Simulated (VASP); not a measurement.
# CdCu (F-43m) in VASP: further runs

CdCu is run at these levels: PBE; tasks: single point, relaxation of cell and atoms.

Program: VASP 6.6.1. These are calculated values, not measurements. Logs are shortened: lines on timing, memory, paths and dates and some standing lists are left out, and cuts for length are marked.

**1. The cell of the first run**

Symmetry: F-43m, No. 216, cubic system. The conventional cell has a = 5.340 Å, b = 5.340 Å, c = 5.340 Å, α = 90.00°, β = 90.00°, γ = 90.00°. Cd (site symmetry -43m) has 4 Cu at 2.31 Å within 3.1 Å. Cu (site symmetry -43m) has 4 Cd at 2.31 Å within 3.1 Å.

**2. Single point, PBE**

Contents of INCAR:

```
SYSTEM = CdCu
PREC = Accurate ; ENCUT = 520
EDIFF = 1E-7 ; ISMEAR = 0
SIGMA = 0.1 ; LREAL = .False.
LASPH = .True. ; NELM = 100
ALGO = Fast ; ISIF = 2
LWAVE = .False. ; LCHARG = .False.
GGA = PE ; NBANDS = 18
```

Contents of KPOINTS:

```
Automatic mesh
0
Gamma
  6 6 6
  0 0 0
```

Contents of POSCAR:

```
CdCu
1.0
    0.0000000000      2.6700451900      2.6700451900
    2.6700451900      0.0000000000      2.6700451900
    2.6700451900      2.6700451900      0.0000000000
Cd Cu
1 1
Direct
    0.0000000000      0.0000000000      0.0000000000
    0.7500000000      0.7500000000      0.7500000000
```

Potentials or basis: VASP PAW PBE potentials, release 64 (Cd, Cu).

Command:

```console
> cat potpaw_PBE.64/Cd/POTCAR potpaw_PBE.64/Cu/POTCAR > POTCAR
> mpirun -np 1 vasp_std > vasp.out
```

OUTCAR:

```text
SYSTEM = CdCu
   PREC = Accurate
   ENCUT = 520
   EDIFF = 1E-7
   ISMEAR = 0
   LREAL = .False.
   LASPH = .True.
   NELM = 100
   ISIF = 2
   GGA = PE

 ion  position               nearest neighbor table
   1  0.000  0.000  0.000-   2 2.31   2 2.31   2 2.31   2 2.31
   2  0.750  0.750  0.750-   1 2.31   1 2.31   1 2.31   1 2.31

  LATTYP: Found a face centered cubic cell.
 ALAT       =     5.3400903800

  Lattice vectors:

 A1 = (   0.0000000000,   2.6700451900,   2.6700451900)
 A2 = (   2.6700451900,   0.0000000000,   2.6700451900)
 A3 = (   2.6700451900,   2.6700451900,   0.0000000000)

Analysis of symmetry for initial positions (statically):
=====================================================================
 Subroutine PRICEL returns:
 Original cell was already a primitive cell.

 Routine SETGRP: Setting up the symmetry group for a
 face centered cubic supercell.

 Subroutine GETGRP returns: Found 24 space group operations
 (whereof 24 operations were pure point group operations)
 out of a pool of 48 trial point group operations.

The static configuration has the point symmetry T_d .

Analysis of symmetry for dynamics (positions and initial velocities):
=====================================================================
 Subroutine PRICEL returns:
 Original cell was already a primitive cell.

 Routine SETGRP: Setting up the symmetry group for a
 face centered cubic supercell.

 Subroutine GETGRP returns: Found 24 space group operations
 (whereof 24 operations were pure point group operations)
 out of a pool of 48 trial point group operations.

The dynamic configuration has the point symmetry T_d .

 Subroutine INISYM returns: Found 24 space group operations
 (whereof 24 operations are pure point group operations),
 and found     1 'primitive' translations

----------------------------------------------------------------------------------------

                                     Primitive cell

  volume of cell :      38.0703

  direct lattice vectors                    reciprocal lattice vectors
     0.000000000  2.670045190  2.670045190    -0.187262748  0.187262748  0.187262748
     2.670045190  0.000000000  2.670045190     0.187262748 -0.187262748  0.187262748
     2.670045190  2.670045190  0.000000000     0.187262748  0.187262748 -0.187262748

  length of vectors
     3.776014120  3.776014120  3.776014120     0.324348594  0.324348594  0.324348594

  position of ions in fractional coordinates (direct lattice)
[... 69 lines left out ...]
   NELM   =    100;   NELMIN=  2; NELMDL= -5     # of ELM steps
   EDIFF  = 0.1E-06   stopping-criterion for ELM
   LREAL  =      F    real-space projection
   EDIFFG = 0.1E-05   stopping-criterion for IOM
   NSW    =      0    number of steps for IOM
   IBRION =     -1    ionic relax: 0-MD 1-quasi-New 2-CG
   NFREE  =      0    steps in history (QN), initial steepest desc. (CG)
   ISIF   =      2    stress and relaxation
   ISYM   =      2    0-nonsym 1-usesym 2-fastsym
   POTIM  = 0.5000    time-step for ionic-motion
   TEBEG  =    0.0;   TEEND  =   0.0 temperature during run
   PSTRESS=    0.0 pullay stress
   NELECT =      23.0000    total number of electrons
   NUPDOWN=      -1.0000    fix difference up-down
   EMIN   =  10.00;   EMAX   =-10.00  energy-range for DOS
   EFERMI =   0.00;   METHOD = LEGACY
   ISMEAR =     0;   SIGMA  =   0.10  broadening in eV -4-tet -1-fermi 0-gaus
   EFERMI_NEDOS =   21; number of points for ismear=-14 and -15
   IALGO  =     68    algorithm
   IMIX   =      4    mixing-type and parameters
     AMIX     =   0.40;   BMIX     =  1.00
     AMIX_MAG =   1.60;   BMIX_MAG =  1.00
  volume/ion in A,a.u.               =      19.04       128.46
  Fermi-wavevector in a.u.,A,eV,Ry     =   1.383956  2.615297 26.059690  1.915333
  Thomas-Fermi vector in A             =   2.508505
   LORBIT       =      0    0 simple, 1 ext, 2 COOP (PROOUT), +10 PAW based schemes
   GGA     = PE    functional components
   LHFCALC =     F    Hartree Fock is set to
   AEXX    =    0.0000 exact exchange contribution
   IVDW    =     0    specifies the selected vdW correction
   LEPSILON=     F    determine dielectric tensor
   LRPA    =     F    only Hartree local field effects (RPA)
 non-spin polarized calculation
 RMM-DIIS sequential band-by-band and
 Gauss-broadening in eV      SIGMA  =   0.10
  energy-cutoff  :      520.00
  volume of cell :       38.07
 maximum number of plane-waves:      1034
   NGX = 13   NGY = 13   NGZ = 13

 number of electron      23.0000009 magnetization

 Free energy of the ion-electron system (eV)
  ---------------------------------------------------
  ext. energy  EPLUGINS =         0.00000000
  ---------------------------------------------------
  free energy    TOTEN  =        -2.23499773 eV

  energy without entropy =       -2.23001329  energy(sigma->0) =       -2.23250551

 E-fermi :   3.4011     XC(G=0): -10.6877

 val. band max:        3.0976980351   @ k =  -0.3333   0.1667   0.0000
 cond. band min:       3.4650340914   @ k =   0.5000   0.3333   0.0000
 fundamental gap:      0.3673360562
 Fermi energy:         3.4011453581

 k-point     1 :       0.0000    0.0000    0.0000
  band No.  band energies     occupation
      1      -5.9030      2.00000
      2      -5.9030      2.00000
      3      -5.9030      2.00000
      4      -5.6557      2.00000
      5      -5.6557      2.00000
      6      -4.7875      2.00000
[... 313 lines left out ...]
      5      -5.4639      2.00000
      6      -0.7337      2.00000
[... 10 lines left out ...]
     17      17.7349      0.00000
     18      18.0979      0.00000

------------------------ aborting loop because EDIFF is reached ----------------------------------------

  FORCE on cell =-STRESS in cart. coord.  units (eV):
  Direction    XX          YY          ZZ          XY          YZ          ZX
  --------------------------------------------------------------------------------------
  -------------------------------------------------------------------------------------
  Total        6.4476477      6.4476477      6.4476477      0.0000000     -0.0000000     -0.0000000
  in kB      271.3476406    271.3476406    271.3476406      0.0000000     -0.0000000     -0.0000000
  external PRESSURE =     271.3476406 kB  Pullay stress =       0.0000000 kB

 VOLUME and BASIS-vectors are now :
 -----------------------------------------------------------------------------
  energy-cutoff  :      520.00
  volume of cell :       38.07
      direct lattice vectors                 reciprocal lattice vectors
     0.000000000  2.670045190  2.670045190    -0.187262748  0.187262748  0.187262748
     2.670045190  0.000000000  2.670045190     0.187262748 -0.187262748  0.187262748
     2.670045190  2.670045190  0.000000000     0.187262748  0.187262748 -0.187262748

 POSITION                                       TOTAL-FORCE (eV/Angst)
 -----------------------------------------------------------------------------------
      0.00000      0.00000      0.00000         0.000000      0.000000      0.000000
      4.00507      4.00507      4.00507        -0.000000     -0.000000     -0.000000
 -----------------------------------------------------------------------------------
    total drift:                                0.000000      0.000000      0.000000

  FREE ENERGIE OF THE ION-ELECTRON SYSTEM (eV)
  ---------------------------------------------------
  free  energy   TOTEN  =        -2.2349977259 eV

  energy  without entropy=       -2.2300132949  energy(sigma->0) =       -2.23250551
```

OSZICAR:

```text
N       E                     dE             d eps       ncg     rms          rms(c)
DAV:   1     0.167582811299E+03    0.16758E+03   -0.11650E+04   576   0.167E+03
DAV:   2     0.364412305795E+01   -0.16394E+03   -0.15725E+03   576   0.332E+02
DAV:   3    -0.266712252537E+01   -0.63112E+01   -0.62771E+01   662   0.824E+01
DAV:   4    -0.273071032988E+01   -0.63588E-01   -0.63569E-01   696   0.734E+00
DAV:   5    -0.273174947007E+01   -0.10391E-02   -0.10391E-02   706   0.979E-01    0.929E+00
RMM:   6    -0.257562319422E+01    0.15613E+00   -0.37726E+00   658   0.284E+01    0.465E+00
RMM:   7    -0.224918220391E+01    0.32644E+00   -0.11341E+00   652   0.162E+01    0.373E+00
RMM:   8    -0.223677029970E+01    0.12412E-01   -0.37764E-02   688   0.200E+00    0.135E+00
RMM:   9    -0.223508994603E+01    0.16804E-02   -0.64783E-03   730   0.114E+00    0.142E-01
RMM:  10    -0.223494802141E+01    0.14192E-03   -0.23712E-03   728   0.608E-01    0.429E-02
RMM:  11    -0.223498814524E+01   -0.40124E-04   -0.53313E-04   742   0.307E-01    0.276E-02
RMM:  12    -0.223499455263E+01   -0.64074E-05   -0.22479E-04   728   0.169E-01    0.201E-02
RMM:  13    -0.223499532622E+01   -0.77359E-06   -0.72077E-05   756   0.106E-01    0.385E-03
RMM:  14    -0.223499741933E+01   -0.20931E-05   -0.20394E-05   737   0.354E-02    0.400E-03
RMM:  15    -0.223499766687E+01   -0.24754E-06   -0.55758E-06   609   0.317E-02    0.441E-03
RMM:  16    -0.223499766801E+01   -0.11405E-08   -0.19487E-06   606   0.150E-02    0.106E-03
RMM:  17    -0.223499772587E+01   -0.57854E-07   -0.53134E-07   505   0.570E-03
   1 F= -.22349977E+01 E0= -.22325055E+01  d E =-.498443E-02
```

Run time: 28 s. Hardware: 1 thread of Intel Xeon Platinum 8259CL at 2.50GHz (Skylake/Cascade Lake), shared host; peak memory 0.15 GiB.

What came out:

* Free energy: -2.2350 eV
* Pressure: 27.1 GPa

**3. Single point, PBE**

This run uses another cell than the first one, of 26.61 Å³/atom, 1.398 times its volume.

Contents of INCAR:

```
ALGO = Normal ; EDIFF = 1E-7
ENCUT = 520 ; GGA = PE
ISIF = 2 ; ISMEAR = 0
LASPH = True ; LCHARG = False
LREAL = False ; LWAVE = False
NBANDS = 18 ; NELM = 60
PREC = Accurate ; SIGMA = 0.1
```

Contents of KPOINTS:

```
k-points
0
Gamma
  6 6 6
```

Contents of POSCAR:

```
CdCu
1.0
    0.0000000000      2.9855496012      2.9855496012
    2.9855496012      0.0000000000      2.9855496012
    2.9855496012      2.9855496012      0.0000000000
Cd Cu
1 1
Direct
    0.0000000000      0.0000000000      0.0000000000
    0.7500000000      0.7500000000      0.7500000000
```

Potentials or basis: VASP PAW PBE potentials, release 64 (Cd, Cu).

Command:

```console
> cat potpaw_PBE.64/Cd/POTCAR potpaw_PBE.64/Cu/POTCAR > POTCAR
> mpirun -np 1 vasp_std > vasp.out
```

Wall time 14 s (1 thread of Intel Xeon Platinum 8259CL at 2.50GHz (Skylake/Cascade Lake), shared host); peak memory 0.17 GiB.

Results (log left out):

```
Free energy : -3.1663 eV
Pressure    : 0.3 GPa
```

Levels at points of the mesh, in eV from the Fermi level:
```
           k point  band 9  band 10  band 11  band 12  band 13  band 14
(0.00, 0.00, 0.00)   -2.23    -1.96    -1.96     7.03     7.03     7.03
(0.50, 0.00, 0.00)   -1.95    -1.95    -1.76    -1.57     4.91     4.91
(0.50, 0.50, 0.00)   -1.96    -1.96    -1.13    -1.00     2.42     2.42
```

**4. Relaxation of cell and atoms, PBE**

Contents of INCAR:

```
SYSTEM = CdCu
  ALGO = Normal
  EDIFF = 1E-6
  EDIFFG = -0.04
  ENCUT = 600
  GGA = PE
  IBRION = 2
  ISIF = 3
  ISMEAR = 0
  LASPH = .TRUE.
  LCHARG = .FALSE.
  LREAL = .FALSE.
  LWAVE = .FALSE.
  NELM = 60
  NSW = 90
  PREC = Accurate
  SIGMA = 0.1
```

Contents of KPOINTS:

```
k-points
0
G
  6 6 6
  0 0 0
```

Contents of POSCAR:

```
CdCu
1.0
    0.0000000000      2.6700451900      2.6700451900
    2.6700451900      0.0000000000      2.6700451900
    2.6700451900      2.6700451900      0.0000000000
Cd Cu
1 1
Direct
    0.0000000000      0.0000000000      0.0000000000
    0.7500000000      0.7500000000      0.7500000000
```

Potentials or basis: VASP PAW PBE potentials, release 64 (Cd, Cu).

Command:

```console
> cat potpaw_PBE.64/Cd/POTCAR potpaw_PBE.64/Cu/POTCAR > POTCAR
> mpirun -np 1 vasp_std > vasp.out
```

OUTCAR:

```text
SYSTEM = CdCu
   EDIFF = 1E-6
   EDIFFG = -0.04
   ENCUT = 600
   GGA = PE
   IBRION = 2
   ISIF = 3
   ISMEAR = 0
   LASPH = .TRUE.
   LREAL = .FALSE.
   NELM = 60
   NSW = 90
   PREC = Accurate

 ion  position               nearest neighbor table
   1  0.000  0.000  0.000-   2 2.31   2 2.31   2 2.31   2 2.31
   2  0.750  0.750  0.750-   1 2.31   1 2.31   1 2.31   1 2.31

  LATTYP: Found a face centered cubic cell.
 ALAT       =     5.3400903800

  Lattice vectors:

 A1 = (   0.0000000000,   2.6700451900,   2.6700451900)
 A2 = (   2.6700451900,   0.0000000000,   2.6700451900)
 A3 = (   2.6700451900,   2.6700451900,   0.0000000000)

Analysis of symmetry for initial positions (statically):
=====================================================================
 Subroutine PRICEL returns:
 Original cell was already a primitive cell.

 Routine SETGRP: Setting up the symmetry group for a
 face centered cubic supercell.

 Subroutine GETGRP returns: Found 24 space group operations
 (whereof 24 operations were pure point group operations)
 out of a pool of 48 trial point group operations.

The static configuration has the point symmetry T_d .

Analysis of symmetry for dynamics (positions and initial velocities):
=====================================================================
 Subroutine PRICEL returns:
 Original cell was already a primitive cell.

 Routine SETGRP: Setting up the symmetry group for a
 face centered cubic supercell.

[... 142 lines left out ...]
  free energy    TOTEN  =        -2.23489139 eV

  energy without entropy =       -2.22990701  energy(sigma->0) =       -2.23239920

 E-fermi :   3.4012     XC(G=0): -10.6876

 val. band max:        3.0977992048   @ k =  -0.3333   0.1667   0.0000
 cond. band min:       3.4650990488   @ k =   0.5000   0.3333   0.0000
 fundamental gap:      0.3672998440
 Fermi energy:         3.4012115041

 k-point     1 :       0.0000    0.0000    0.0000
  band No.  band energies     occupation
      1      -5.9035      2.00000
      2      -5.9035      2.00000
      3      -5.9035      2.00000
      4      -5.6563      2.00000
      5      -5.6563      2.00000
      6      -4.7875      2.00000
      7       0.1379      2.00000
      8       0.1379      2.00000
      9       0.1379      2.00000
     10       0.6485      2.00000
     11       0.6485      2.00000
     12      12.4000      0.00000
     13      12.4000      0.00000
     14      12.4000      0.00000
[... 376 lines left out ...]
--------------------------------------- Ionic step        4  -------------------------------------------

 number of electron      23.0000011 magnetization

 Free energy of the ion-electron system (eV)
  ---------------------------------------------------
  ext. energy  EPLUGINS =         0.00000000
  ---------------------------------------------------
  free energy    TOTEN  =        -3.16135863 eV

  energy without entropy =       -3.15009235  energy(sigma->0) =       -3.15572549

 E-fermi :   0.8688     XC(G=0):  -8.9820

 val. band max:        0.8217822996   @ k =  -0.3333   0.1667   0.0000
 cond. band min:       0.8756097951   @ k =   0.5000   0.3333   0.0000
 fundamental gap:      0.0538274956
 Fermi energy:         0.8687746092

 k-point     1 :       0.0000    0.0000    0.0000
  band No.  band energies     occupation
      1      -7.4094      2.00000
      2      -7.4094      2.00000
      3      -7.4094      2.00000
      4      -7.2688      2.00000
      5      -7.2688      2.00000
      6      -5.1940      2.00000
      7      -1.3382      2.00000
      8      -1.3382      2.00000
      9      -1.3382      2.00000
     10      -1.0655      2.00000
     11      -1.0655      2.00000
     12       7.8396      0.00000
     13       7.8396      0.00000
     14       7.8396      0.00000
[... 298 lines left out ...]
  FREE ENERGIE OF THE ION-ELECTRON SYSTEM (eV)
  ---------------------------------------------------
  free  energy   TOTEN  =        -3.1613586259 eV

  energy  without entropy=       -3.1500923528  energy(sigma->0) =       -3.15572549

 reached required accuracy - stopping structural energy minimisation
```

OSZICAR:

```text
N       E                     dE             d eps       ncg     rms          rms(c)
DAV:   1     0.176810032382E+03    0.17681E+03   -0.12948E+04   480   0.227E+03
DAV:   2     0.364891287680E+01   -0.17316E+03   -0.16762E+03   480   0.390E+02
DAV:   3    -0.267314750588E+01   -0.63221E+01   -0.63030E+01   578   0.967E+01
[... 43 lines left out ...]
DAV:   4    -0.316326120427E+01    0.69777E-02   -0.20930E-02   585   0.286E+00    0.514E-01
DAV:   5    -0.316142463936E+01    0.18366E-02   -0.30622E-03   719   0.110E+00    0.880E-02
DAV:   6    -0.316135139369E+01    0.73246E-04   -0.17108E-04   557   0.161E-01    0.191E-02
DAV:   7    -0.316135774888E+01   -0.63552E-05   -0.16664E-05   632   0.779E-02    0.691E-03
DAV:   8    -0.316135862589E+01   -0.87701E-06   -0.18551E-06   359   0.189E-02
   4 F= -.31613586E+01 E0= -.31557255E+01  d E =-.926467E+00
```

Run time: 69 s. Hardware: 1 thread of Intel Xeon Platinum 8259CL at 2.50GHz (Skylake/Cascade Lake), shared host; peak memory 0.17 GiB.

What came out:

```
Free energy                            : -3.1614 eV
Relaxed volume                         : 26.91 Å³/atom
Relaxed cell                           : a = 4.238 Å, b = 4.238 Å, c = 4.238 Å, α = 60.00°, β = 60.00°, γ = 60.00°
Space group after relaxing (to 0.05 Å) : F-43m (No. 216)
Energy gained by relaxing              : 463.2 meV/atom
Ionic steps                            : 4
Pressure after relaxing                : -0.2 GPa
```

Step by step:
| step | energy change (eV) | largest force (eV/Å) | pressure (GPa) | volume (Å³) |
| --- | --- | --- | --- | --- |
| 1 | 0.0000 | 0.0000 | 27.00 | 38.07 |
| 2 | -0.8852 | 0.0000 | -2.58 | 58.62 |
| 3 | -0.9253 | 0.0000 | 0.66 | 52.76 |
| 4 | -0.9265 | 0.0000 | -0.17 | 53.83 |

Final structure:
```
CELL_PARAMETERS angstrom
0.00000 2.99682 2.99682
2.99682 0.00000 2.99682
2.99682 2.99682 0.00000
ATOMIC_POSITIONS crystal
Cd 0.00000 0.00000 0.00000
Cu 0.75000 0.75000 0.75000
```

Levels at points of the mesh, in eV from the Fermi level:
| k point | band 7 | band 8 | band 9 | band 10 | band 11 | band 12 | band 13 | band 14 | band 15 |
| --- | --- | --- | --- | --- | --- | --- | --- | --- | --- |
| (0.00, 0.00, 0.00) | -2.21 | -2.21 | -2.21 | -1.93 | -1.93 | 6.97 | 6.97 | 6.97 | 8.03 |
| (0.50, 0.00, 0.00) | -2.14 | -2.14 | -1.93 | -1.93 | -1.73 | -1.56 | 4.88 | 4.88 | 7.51 |
| (0.50, 0.50, 0.00) | -2.57 | -1.98 | -1.94 | -1.94 | -1.12 | -0.99 | 2.42 | 2.42 | 5.69 |

Caveat: the volume moved by over 15 % at a fixed basis, so the end points are rough.

**5. The runs side by side**

```tsv
task	cell	cutoff (eV)	gap on the mesh (eV)	pressure (GPa)
single point	a = 3.776 Å, angles 60.0°, 2 atoms	520	none	27.1
single point	a = 4.222 Å, angles 60.0°, 2 atoms	520	none	0.3
relaxation of cell and atoms	relaxed from a = 3.776 Å, angles 60.0°, 2 atoms	600	none	-0.2
```

Alike in all rows: level PBE; potentials or basis VASP PAW PBE potentials, release 64 (Cd, Cu); no spin polarisation; k mesh 6 × 6 × 6; smearing gaussian 0.1 eV.

Caveats: the volume moved by over 15 % at a fixed basis, so the end points are rough (some runs).

Total energies depend on the potentials used, so only differences within one code and one set of settings carry meaning.
